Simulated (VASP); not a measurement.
**ZrC2: relaxation of cell and atoms with PBE**

The system is ZrC2.

```
Zr C
1.0
     3.23081    0.00000    0.00000
    -1.61540    2.79796    0.00000
     0.00000    0.00000    3.26799
Zr C
1 2
Cartesian
  0.0000 0.0000 0.0000
  0.0000 1.8653 1.6340
  1.6154 0.9327 1.6340
```

This cell differs from its parent crystal: atoms taken out.

| Item | Value |
| --- | --- |
| Program | VASP 6.6.1 |
| Task | relaxation of cell and atoms |
| Functional | PBE |
| Potentials or basis | VASP PAW PBE potentials, release 64 (Zr_sv, C) |
| Cutoff | 600 eV |
| k mesh | 18 × 18 × 14 |
| Occupations | gaussian, width 0.1 eV |
| Spin | no spin polarisation |
| Dipole correction | no |
| Further INCAR settings | ALGO = Normal; EDIFF = 1e-06; IBRION = 2; EDIFFG = -0.01; NSW = 100; ISIF = 3 |

The relaxed volume is 9.80 Å³/atom and the relaxed cell is a = 3.210 Å, b = 3.210 Å, c = 3.294 Å, α = 90.00°, β = 90.00°, γ = 120.00°. The space group after relaxing (to 0.1 Å) is P6/mmm (No. 191). The energy gained by relaxing is 1.0 meV/atom and the ionic steps are 5. The pressure after relaxing is 0.0 GPa and the band gap on the k mesh is zero (bands 10 and 11 overlap by 4.35 eV).

Step by step:
| step | energy change (eV) | largest force (eV/Å) | pressure (GPa) | volume (Å³) |
| --- | --- | --- | --- | --- |
| 1 | 0.0000 | 0.0000 | -0.16 | 29.54 |
| 2 | -0.0027 | 0.0000 | -0.46 | 29.50 |
| 3 | -0.0029 | 0.0000 | -0.57 | 29.48 |
| 4 | -0.0029 | 0.0000 | 0.55 | 29.32 |
| 5 | -0.0031 | 0.0000 | 0.02 | 29.40 |

Final structure:
```
Zr C
1.0
     3.21000    0.00000    0.00000
    -1.60500    2.77994    0.00000
     0.00000    0.00000    3.29422
Zr C
1 2
Direct
  0.00000 0.00000 0.00000
  0.33333 0.66667 0.50000
  0.66667 0.33333 0.50000
```

Levels at points of the mesh, in eV from the Fermi level:
| k point | band 6 | band 7 | band 8 | band 9 | band 10 | band 11 | band 12 | band 13 | band 14 |
| --- | --- | --- | --- | --- | --- | --- | --- | --- | --- |
| (0.00, 0.00, 0.00) | -5.77 | -5.77 | -4.31 | -3.17 | -2.93 | 1.88 | 1.88 | 2.87 | 2.87 |
| (0.50, 0.00, 0.00) | -12.56 | -6.18 | -5.34 | -4.35 | -0.61 | 1.90 | 2.64 | 3.14 | 3.61 |
| (0.00, 0.00, 0.50) | -8.58 | -4.63 | -4.63 | -2.05 | -1.90 | -1.90 | -0.03 | -0.03 | 1.01 |
| (0.50, 0.00, 0.50) | -10.99 | -7.50 | -5.78 | -4.25 | -0.44 | 3.89 | 4.26 | 5.03 | 5.26 |

Run time: 10 min on 1 thread of AMD EPYC 7R13, on a shared host, peak memory 0.26 GiB.

Caveat: the cell differs from its parent crystal (atoms taken out).
